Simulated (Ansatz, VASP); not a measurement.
ScAl in VASP and in Ansatz

```
Sc Al
1.0
     3.37035    0.00000    0.00000
     0.00000    3.37035    0.00000
     0.00000    0.00000    3.37035
Sc Al
1 1
Direct
  0.50000 0.50000 0.50000
  0.00000 0.00000 0.00000
```

Alike in both runs: task single point; functional PBEsol; k mesh 12 × 12 × 12; occupations gaussian, width 0.1 eV; no spin polarisation.

```csv
,VASP,Ansatz
version,VASP 6.6.1,Ansatz 0.2.0
potentials or method,"VASP PAW PBE potentials, release 64 (Sc_sv, Al), cutoff 520 eV","scalar-relativistic, plane waves, PAW"
valence electrons in the cell,14,14
```

VASP gave:

| Quantity | Value |
| --- | --- |
| gap on the k mesh at the Fermi level (eV) | none |
| pressure (GPa) | -1.7 |

Q: What did Ansatz give for the same quantities?

A: gap on the k mesh at the Fermi level (eV): none; pressure (GPa): -1.8.

VASP's potentials were made for PBE, not for PBEsol. A gap of «none» marks a metal or a gap that the smearing closes.
